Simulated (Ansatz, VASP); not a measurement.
**Two plane-wave programs on InP3**

```
In P
1.0
     3.72450    2.15034    3.29500
    -3.72450    2.15034    3.29500
     0.00000   -4.30068    3.29500
In P
2 6
Direct
  0.27550 0.27550 0.27550
  0.72450 0.72450 0.72450
  0.79630 0.24140 0.79630
  0.79630 0.79630 0.24140
  0.24140 0.79630 0.79630
  0.20370 0.75860 0.20370
  0.75860 0.20370 0.20370
  0.20370 0.20370 0.75860
```

Alike in both runs: task single point; functional PBEsol; k mesh 6 × 6 × 6; occupations fermi-dirac, width 0.02 eV; no spin polarisation.

```csv
,VASP,Ansatz
version,VASP 6.6.1,Ansatz 0.2.0
potentials or method,"VASP PAW PBE potentials, release 64 (In_d, P), cutoff 520 eV","scalar-relativistic, plane waves, PAW"
valence electrons in the cell,56,56
```

```csv
,VASP,Ansatz,Ansatz less VASP
gap on the k mesh at the Fermi level (eV),none,none,-
pressure (GPa),-0.2,-0.2,+0.03
"traceless stress, the component that is largest in VASP (GPa)",0.13,0.10,-0.032
rms of the force components (eV/Å),0.089,0.100,+0.0111
```

VASP's potentials were made for PBE, not for PBEsol. Atom by atom the forces differ by 0.012 eV/Å (rms over components). A gap of «none» marks a metal or a gap that the smearing closes.
